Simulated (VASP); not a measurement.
# Sn (Im-3m) in VASP: notebook

The runs below take Sn through single point, with PBE, BLYP.

Everything below comes from runs of VASP 6.6.1. Logs are shortened: lines on timing, memory, paths and dates and some standing lists are left out, and cuts for length are marked.

## Step 1: The cell of the first run

Symmetry: Im-3m, No. 229, cubic system. Conventional cell: a = 3.789 Å, b = 3.789 Å, c = 3.789 Å, α = 90.00°, β = 90.00°, γ = 90.00°. Sn (site symmetry m-3m) has 14 Sn at 3.28 to 3.79 Å within 4.3 Å.

## Step 2: Single point, PBE

Contents of INCAR:

```
SYSTEM = Sn
PREC = Accurate
ENCUT = 500
EDIFF = 1E-6
ISMEAR = -5
SIGMA = 0.1
LREAL = .FALSE.
LASPH = .TRUE.
NELM = 120
ALGO = Normal
ISIF = 2
LWAVE = .FALSE.
LCHARG = .TRUE.
GGA = PE
LELF = .TRUE.
LVHAR = .TRUE.
NBANDS = 13
GGA_COMPAT = .FALSE.
```

Contents of KPOINTS:

```
Automatic mesh
0
G
  6 6 6
  0 0 0
```

Contents of POSCAR:

```
Sn
1.0
   -1.8946518192      1.8946518192      1.8946518192
    1.8946518192     -1.8946518192      1.8946518192
    1.8946518192      1.8946518192     -1.8946518192
Sn
1
Direct
    0.0000000000      0.0000000000      0.0000000000
```

Potentials or basis: VASP PAW PBE potentials, release 64 (Sn_d).

Command:

```
> cat potpaw_PBE.64/Sn_d/POTCAR > POTCAR
> mpirun -np 1 vasp_std > vasp.out
```

OUTCAR:

```text
SYSTEM = Sn
   PREC = Accurate
   ENCUT = 500
   EDIFF = 1E-6
   ISMEAR = -5
   LREAL = .FALSE.
   LASPH = .TRUE.
   NELM = 120
   ISIF = 2
   GGA = PE

 ion  position               nearest neighbor table
   1  0.000  0.000  0.000-

  LATTYP: Found a body centered cubic cell.
 ALAT       =     3.7893036384

  Lattice vectors:

 A1 = (  -1.8946518192,   1.8946518192,   1.8946518192)
 A2 = (   1.8946518192,  -1.8946518192,   1.8946518192)
 A3 = (   1.8946518192,   1.8946518192,  -1.8946518192)

Analysis of symmetry for initial positions (statically):
=====================================================================
 Subroutine PRICEL returns:
 Original cell was already a primitive cell.

 Routine SETGRP: Setting up the symmetry group for a
 body centered cubic supercell.

 Subroutine GETGRP returns: Found 48 space group operations
 (whereof 48 operations were pure point group operations)
 out of a pool of 48 trial point group operations.

The static configuration has the point symmetry O_h .

Analysis of symmetry for dynamics (positions and initial velocities):
=====================================================================
 Subroutine PRICEL returns:
 Original cell was already a primitive cell.

 Routine SETGRP: Setting up the symmetry group for a
 body centered cubic supercell.

 Subroutine GETGRP returns: Found 48 space group operations
 (whereof 48 operations were pure point group operations)
 out of a pool of 48 trial point group operations.

The dynamic configuration has the point symmetry O_h .

 Subroutine INISYM returns: Found 48 space group operations
 (whereof 48 operations are pure point group operations),
 and found     1 'primitive' translations

----------------------------------------------------------------------------------------

                                     Primitive cell

  volume of cell :      27.2050

  direct lattice vectors                    reciprocal lattice vectors
    -1.894651819  1.894651819  1.894651819     0.000000000  0.263900731  0.263900731
     1.894651819 -1.894651819  1.894651819     0.263900731  0.000000000  0.263900731
     1.894651819  1.894651819 -1.894651819     0.263900731  0.263900731  0.000000000

  length of vectors
     3.281633214  3.281633214  3.281633214     0.373211993  0.373211993  0.373211993

  position of ions in fractional coordinates (direct lattice)
     0.000000000  0.000000000  0.000000000

  ion indices of the primitive-cell ions
   primitive index   ion index
                 1           1

----------------------------------------------------------------------------------------

 KPOINTS: Automatic mesh

Automatic generation of k-mesh.
 Grid dimensions read from file:
 generate k-points for:    6    6    6

 Generating k-lattice:

  Cartesian coordinates                     Fractional coordinates (reciprocal lattice)
     0.000000000  0.043983455  0.043983455     0.166666667  0.000000000  0.000000000
     0.043983455  0.000000000  0.043983455     0.000000000  0.166666667  0.000000000
     0.043983455  0.043983455  0.000000000     0.000000000  0.000000000  0.166666667

  Length of vectors
     0.062201999  0.062201999  0.062201999

  Shift w.r.t. Gamma in fractional coordinates (k-lattice)
     0.000000000  0.000000000  0.000000000

 TETIRR: Found    191 inequivalent tetrahedra from     1296

 Subroutine IBZKPT returns following result:
 ===========================================

 Found     16 irreducible k-points:

 Following reciprocal coordinates:
            Coordinates               Weight
  0.000000  0.000000  0.000000      1.000000
  0.166667  0.000000  0.000000     12.000000
  0.333333  0.000000  0.000000     12.000000
  0.500000  0.000000  0.000000      6.000000
  0.166667  0.166667  0.000000     24.000000
  0.333333  0.166667  0.000000     48.000000
[... 8 lines left out ...]
  0.500000  0.500000  0.333333     12.000000
  0.500000  0.500000  0.500000      1.000000
   k-points           NKPTS =     16   k-points in BZ     NKDIM =     16   number of bands    NBANDS=     13
   number of dos      NEDOS =    301   number of ions     NIONS =      1
   total plane-waves  NPLWV =  13824
   dimension x,y,z NGX =    24 NGY =   24 NGZ =   24
   dimension x,y,z NGXF=    48 NGYF=   48 NGZF=   48
   ions per type =               1
   NGX,Y,Z   is equivalent  to a cutoff of  12.16, 12.16, 12.16 a.u.
   NGXF,Y,Z  is equivalent  to a cutoff of  24.32, 24.32, 24.32 a.u.
 SYSTEM =  Sn
   PREC   = accura    normal or accurate (medium, high low for compatibility)
   ISTART =      0    job   : 0-new  1-cont  2-samecut
   ICHARG =      2    charge: 1-file 2-atom 10-const
   ISPIN  =      1    spin polarized calculation?
   LNONCOLLINEAR =      F non collinear calculations
   LSORBIT =      F    spin-orbit coupling
   LASPH  =      T    aspherical Exc in radial PAW
   ENCUT  =  500.0 eV  36.75 Ry    6.06 a.u.   5.98  5.98  5.98*2*pi/ulx,y,z
   NELM   =    120;   NELMIN=  2; NELMDL= -5     # of ELM steps
   EDIFF  = 0.1E-05   stopping-criterion for ELM
   LREAL  =      F    real-space projection
[... 7 lines left out ...]
   TEBEG  =    0.0;   TEEND  =   0.0 temperature during run
   PSTRESS=    0.0 pullay stress
   NELECT =      14.0000    total number of electrons
   NUPDOWN=      -1.0000    fix difference up-down
   EMIN   =  10.00;   EMAX   =-10.00  energy-range for DOS
   EFERMI =   0.00;   METHOD = LEGACY
   ISMEAR =    -5;   SIGMA  =   0.10  broadening in eV -4-tet -1-fermi 0-gaus
   EFERMI_NEDOS =   21; number of points for ismear=-14 and -15
   IALGO  =     38    algorithm
   IMIX   =      4    mixing-type and parameters
     AMIX     =   0.40;   BMIX     =  1.00
     AMIX_MAG =   1.60;   BMIX_MAG =  1.00
  volume/ion in A,a.u.               =      27.20       183.59
  Fermi-wavevector in a.u.,A,eV,Ry     =   1.311902  2.479136 23.416813  1.721087
  Thomas-Fermi vector in A             =   2.442332
   LORBIT       =      0    0 simple, 1 ext, 2 COOP (PROOUT), +10 PAW based schemes
   GGA     = PE    functional components
   LHFCALC =     F    Hartree Fock is set to
   AEXX    =    0.0000 exact exchange contribution
   IVDW    =     0    specifies the selected vdW correction
   LEPSILON=     F    determine dielectric tensor
   LRPA    =     F    only Hartree local field effects (RPA)
 non-spin polarized calculation
 Fermi weights with tetrahedron method with Bloechl corrections
  energy-cutoff  :      500.00
  volume of cell :       27.20
 maximum number of plane-waves:       712
   NGX = 11   NGY = 11   NGZ = 11

 number of electron      13.9999996 magnetization

 Free energy of the ion-electron system (eV)
  ---------------------------------------------------
  ext. energy  EPLUGINS =         0.00000000
  ---------------------------------------------------
  free energy    TOTEN  =        -3.76892473 eV

  energy without entropy =       -3.76892473  energy(sigma->0) =       -3.76892473

 E-fermi :   8.2542     XC(G=0): -10.3581

 val. band max:        8.8286671567   @ k =  -0.3333   0.3333   0.3333
 cond. band min:       7.6115369213   @ k =   0.5000   0.5000   0.5000
 fundamental gap:     -1.2171302354
 Fermi energy:         8.2542368552

 k-point     1 :       0.0000    0.0000    0.0000
  band No.  band energies     occupation
      1     -13.4520      2.00000
      2     -13.4520      2.00000
      3     -13.4520      2.00000
      4     -13.3134      2.00000
      5     -13.3134      2.00000
      6      -2.9928      2.00000
      7      16.0499      0.00000
      8      16.0499      0.00000
      9      16.0499      0.00000
     10      20.1964      0.00000
     11      20.1964      0.00000
     12      20.1964      0.00000
     13      20.8139      0.00000

 k-point     2 :       0.1667    0.0000    0.0000
  band No.  band energies     occupation
      1     -13.4634      2.00000
      2     -13.4367      2.00000
      3     -13.3977      2.00000
      4     -13.3250      2.00000
      5     -13.3150      2.00000
      6      -2.3869      2.00000
      7      12.2474     -0.12273
      8      14.3470      0.00000
      9      15.3036      0.00000
     10      17.7808      0.00000
     11      18.1429      0.00000
     12      19.8892      0.00000
     13      21.8711      0.00000

 k-point     3 :       0.3333    0.0000    0.0000
  band No.  band energies     occupation
      1     -13.4861      2.00000
      2     -13.4269      2.00000
      3     -13.3304      2.00000
      4     -13.3179      2.00000
      5     -13.2869      2.00000
      6      -0.5786      2.00000
      7       7.1024      1.66007
      8      12.4101     -0.01015
      9      14.0416      0.00000
     10      16.4555      0.00000
     11      16.7808      0.00000
     12      21.3203      0.00000
     13      22.9783      0.00000
[... 177 lines left out ...]
 k-point    15 :       0.5000    0.5000    0.3333
  band No.  band energies     occupation
      1     -13.4466      2.00000
      2     -13.4344      2.00000
      3     -13.3141      2.00000
      4     -13.2836      2.00000
      5     -13.2458      2.00000
      6       3.8086      2.00000
      7       6.0283      2.01835
      8       8.2819      0.90788
      9       9.5301     -0.00737
     10      13.5307      0.00000
     11      14.5126      0.00000
     12      23.3819      0.00000
     13      24.3273      0.00000

 k-point    16 :       0.5000    0.5000    0.5000
  band No.  band energies     occupation
      1     -13.4713      2.00000
      2     -13.4713      2.00000
      3     -13.2510      2.00000
      4     -13.2510      2.00000
      5     -13.2510      2.00000
      6       5.6175      2.00000
      7       7.6115      1.97041
      8       7.6115      2.74312
      9       7.6115      0.41289
     10      11.9163      0.00000
     11      11.9163      0.00000
     12      26.2853      0.00000
     13      28.9003      0.00000

------------------------ aborting loop because EDIFF is reached ----------------------------------------

  FORCE on cell =-STRESS in cart. coord.  units (eV):
  Direction    XX          YY          ZZ          XY          YZ          ZX
  --------------------------------------------------------------------------------------
  -------------------------------------------------------------------------------------
  Total        0.3379191      0.3379191      0.3379191      0.0000000      0.0000000      0.0000000
  in kB       19.9010106     19.9010106     19.9010106      0.0000000      0.0000000      0.0000000
  external PRESSURE =      19.9010106 kB  Pullay stress =       0.0000000 kB

 VOLUME and BASIS-vectors are now :
 -----------------------------------------------------------------------------
  energy-cutoff  :      500.00
  volume of cell :       27.20
      direct lattice vectors                 reciprocal lattice vectors
    -1.894651819  1.894651819  1.894651819     0.000000000  0.263900731  0.263900731
     1.894651819 -1.894651819  1.894651819     0.263900731  0.000000000  0.263900731
     1.894651819  1.894651819 -1.894651819     0.263900731  0.263900731  0.000000000

 POSITION                                       TOTAL-FORCE (eV/Angst)
 -----------------------------------------------------------------------------------
      0.00000      0.00000      0.00000         0.000000      0.000000      0.000000
 -----------------------------------------------------------------------------------
    total drift:                               -0.000000      0.000000      0.000000

  FREE ENERGIE OF THE ION-ELECTRON SYSTEM (eV)
  ---------------------------------------------------
  free  energy   TOTEN  =        -3.7689247287 eV

  energy  without entropy=       -3.7689247287  energy(sigma->0) =       -3.76892473
```

It took 4.2 s on 1 thread of AMD EPYC 9R45 (Zen 5), shared host; peak memory 0.1 GiB.

What came out:

| Quantity | Value |
| --- | --- |
| Free energy | -3.7689 eV |
| Pressure | 2.0 GPa |
| Band gap on the k mesh | zero (band 7 reaches 16.05 eV, above the bottom of band 8 at 5.63 eV) |

Caveat: the k points lie up to 0.39 Å⁻¹ apart; spin-orbit coupling is left out, which moves the levels of the heavy elements; tetrahedron occupations give inexact forces and stress in metals.

## Step 3: Single point, BLYP

Contents of INCAR:

```
AGGAC    = 1.0          
AGGAX    = 1.0          
ALDAC    = 0.0          
ALDAX    = 1.0          
ALGO     = Normal         # electronic algorithm
EDIFF    = 1E-6           # SCF threshold, eV
ENCUT    = 500            # plane-wave cutoff, eV
GGA      = B5             # functional
GGA_COMPAT= F            
ISIF     = 2              # what is computed and relaxed
ISMEAR   = 0              # smearing method
LASPH    = T              # aspherical terms in the spheres
LCHARG   = F              # write CHGCAR
LREAL    = F              # projectors in reciprocal space
LWAVE    = F              # write WAVECAR
NBANDS   = 13             # bands
NELM     = 120            # most SCF steps
PREC     = Accurate       # precision mode
SIGMA    = 0.1            # smearing width, eV
```

Contents of KPOINTS:

```
k-points
0
Gamma
  6 6 6
```

POSCAR is that of step 2.

Potentials or basis: VASP PAW PBE potentials, release 64 (Sn_d).

Command:

```
> cat potpaw_PBE.64/Sn_d/POTCAR > POTCAR
> mpirun -np 1 vasp_std > vasp.out
```

OUTCAR:

```text
EDIFF = 1E-6
   ENCUT = 500
   GGA = B5
   ISIF = 2
   ISMEAR = 0
   LASPH = T
   LREAL = F
   NELM = 120
   PREC = Accurate

 ion  position               nearest neighbor table
   1  0.000  0.000  0.000-

  LATTYP: Found a body centered cubic cell.
 ALAT       =     3.7893036384

  Lattice vectors:

 A1 = (  -1.8946518192,   1.8946518192,   1.8946518192)
 A2 = (   1.8946518192,  -1.8946518192,   1.8946518192)
 A3 = (   1.8946518192,   1.8946518192,  -1.8946518192)

Analysis of symmetry for initial positions (statically):
=====================================================================
 Subroutine PRICEL returns:
 Original cell was already a primitive cell.

 Routine SETGRP: Setting up the symmetry group for a
 body centered cubic supercell.

 Subroutine GETGRP returns: Found 48 space group operations
 (whereof 48 operations were pure point group operations)
 out of a pool of 48 trial point group operations.

The static configuration has the point symmetry O_h .

Analysis of symmetry for dynamics (positions and initial velocities):
=====================================================================
[... 159 lines left out ...]
      4     -12.8596      2.00000
      5     -12.8596      2.00000
      6      -2.5318      2.00000
      7      16.2468      0.00000
      8      16.2468      0.00000
      9      16.2468      0.00000
     10      20.9768      0.00000
     11      20.9768      0.00000
     12      20.9768      0.00000
     13      21.3382      0.00000
[... 226 lines left out ...]
  band No.  band energies     occupation
      1     -13.0178      2.00000
      2     -13.0178      2.00000
      3     -12.7972      2.00000
      4     -12.7972      2.00000
      5     -12.7972      2.00000
      6       5.8186      2.00000
      7       8.0448      2.00000
      8       8.0448      2.00000
      9       8.0448      2.00000
     10      12.7598      0.00000
     11      12.7598      0.00000
     12      26.7383      0.00000
     13      29.4611      0.00000

------------------------ aborting loop because EDIFF is reached ----------------------------------------

  FORCE on cell =-STRESS in cart. coord.  units (eV):
  Direction    XX          YY          ZZ          XY          YZ          ZX
  --------------------------------------------------------------------------------------
  -------------------------------------------------------------------------------------
  Total        0.8836365      0.8836365      0.8836365     -0.0000000     -0.0000000     -0.0000000
  in kB       52.0398486     52.0398486     52.0398486     -0.0000000     -0.0000000     -0.0000000
  external PRESSURE =      52.0398486 kB  Pullay stress =       0.0000000 kB

 VOLUME and BASIS-vectors are now :
 -----------------------------------------------------------------------------
  energy-cutoff  :      500.00
  volume of cell :       27.20
      direct lattice vectors                 reciprocal lattice vectors
    -1.894651819  1.894651819  1.894651819     0.000000000  0.263900731  0.263900731
     1.894651819 -1.894651819  1.894651819     0.263900731  0.000000000  0.263900731
     1.894651819  1.894651819 -1.894651819     0.263900731  0.263900731  0.000000000

 POSITION                                       TOTAL-FORCE (eV/Angst)
 -----------------------------------------------------------------------------------
      0.00000      0.00000      0.00000         0.000000      0.000000      0.000000
 -----------------------------------------------------------------------------------
    total drift:                                0.000000      0.000000      0.000000

  FREE ENERGIE OF THE ION-ELECTRON SYSTEM (eV)
  ---------------------------------------------------
  free  energy   TOTEN  =        -2.9169511281 eV

  energy  without entropy=       -2.9144544396  energy(sigma->0) =       -2.91570278
```

OSZICAR:

```text
N       E                     dE             d eps       ncg     rms          rms(c)
DAV:   1     0.800932854744E+02    0.80093E+02   -0.70932E+03   416   0.154E+03
DAV:   2     0.243302619526E+01   -0.77660E+02   -0.75406E+02   431   0.320E+02
DAV:   3    -0.281630763128E+01   -0.52493E+01   -0.52346E+01   526   0.715E+01
DAV:   4    -0.292621561186E+01   -0.10991E+00   -0.10989E+00   476   0.111E+01
DAV:   5    -0.293013702995E+01   -0.39214E-02   -0.39214E-02   543   0.204E+00    0.127E+00
DAV:   6    -0.291908560475E+01    0.11051E-01   -0.15394E-02   526   0.218E+00    0.664E-01
DAV:   7    -0.291692875357E+01    0.21569E-02   -0.80871E-03   531   0.148E+00    0.114E-01
DAV:   8    -0.291695669216E+01   -0.27939E-04   -0.84484E-04   516   0.457E-01    0.306E-02
DAV:   9    -0.291694785583E+01    0.88363E-05   -0.27485E-05   534   0.831E-02    0.155E-02
DAV:  10    -0.291695096842E+01   -0.31126E-05   -0.57637E-06   471   0.191E-02    0.364E-03
DAV:  11    -0.291695112814E+01   -0.15971E-06   -0.65745E-08   283   0.269E-03
   1 F= -.29169511E+01 E0= -.29157028E+01  d E =-.249669E-02
```

stdout:

```text
POSCAR found type information on POSCAR Sn
 POSCAR found :  1 types and       1 ions
 scaLAPACK will be used
 -----------------------------------------------------------------------------
|                                                                             |
|                                                                             |
|     You enforced a specific xc type in the INCAR file but a different       |
|     I HOPE YOU KNOW WHAT YOU ARE DOING!                                     |
|                                                                             |
 -----------------------------------------------------------------------------

 LDA part: xc-table for (Slater(with rela. corr.)+VWN5), standard interpolation
 POSCAR, INCAR and KPOINTS ok, starting setup
 FFT: planning ... GRIDC
 FFT: planning ... GRID_SOFT
 FFT: planning ... GRID
 WAVECAR not read
 entering main loop
```

Wall time 7.9 s (1 thread of AMD EPYC 9R45 (Zen 5), shared host); peak memory 0.1 GiB.

What came out:

- Free energy: -2.9170 eV
- Pressure: 5.2 GPa
- Band gap on the k mesh: zero (band 7 reaches 16.25 eV, above the bottom of band 8 at 6.19 eV)

Caveat: the k points lie up to 0.39 Å⁻¹ apart; the PAW data sets were made with another functional, which shifts forces and pressure a little; spin-orbit coupling is left out, which moves the levels of the heavy elements.
